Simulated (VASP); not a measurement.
NaH: single point with PBE

The system is NaH, a wire with vacuum.

```
Na H
1.0
    13.80000    0.00000    0.00000
     0.00000   14.10000    0.00000
     0.00000    0.00000    4.30416
Na H
6 6
Direct
  0.50684 0.50669 0.00000
  0.49012 0.32347 0.50000
  0.49956 0.68246 0.50000
  0.31961 0.49037 0.50000
  0.68644 0.49951 0.50000
  0.32134 0.32518 0.00000
  0.32011 0.49358 0.00000
  0.68841 0.50040 0.00000
  0.31811 0.32202 0.50000
  0.50542 0.50529 0.50000
  0.49340 0.32393 0.00000
  0.50048 0.68437 0.00000
```

| Quantity | Value |
| --- | --- |
| Program | VASP 6.6.1 |
| Task | single point |
| Functional | PBE |
| Potentials or basis | VASP PAW PBE potentials, release 64 (Na_pv, H) |
| Cutoff | 520 eV |
| k mesh | 1 × 1 × 7 |
| Occupations | gaussian, width 0.05 eV |
| Spin | no spin polarisation |
| Dipole correction | no |
| Further INCAR settings | ALGO = Normal; EDIFF = 1e-06; NBANDS = 36 |

```yaml
Largest_force: 0.005 eV/Å
Band_gap_on_the_k_mesh: 3.40 eV
```

Forces on the atoms (eV/Å):
```
Na  -0.001 -0.001  0.000
Na   0.001 -0.001  0.000
Na   0.001 -0.001  0.000
Na  -0.001  0.001  0.000
Na  -0.001  0.002  0.000
Na  -0.002 -0.002  0.000
H   -0.003  0.002  0.000
H    0.005 -0.002  0.000
H   -0.001 -0.001  0.000
H    0.003  0.003  0.000
H    0.002 -0.003  0.000
H   -0.002  0.005  0.000
```

Levels at points of the mesh, in eV from the valence-band top:
| k point | band 21 | band 22 | band 23 | band 24 | band 25 | band 26 | band 27 | band 28 |
| --- | --- | --- | --- | --- | --- | --- | --- | --- |
| (0.00, 0.00, 0.00) | -1.02 | -0.51 | -0.46 | 0.00 | 3.40 | 3.70 | 3.85 | 3.96 |

Wall time 2.6 min on 1 thread of Intel(R) Xeon(R) 6975P-C (Granite Rapids), with other jobs on the host, peak memory 0.74 GiB.
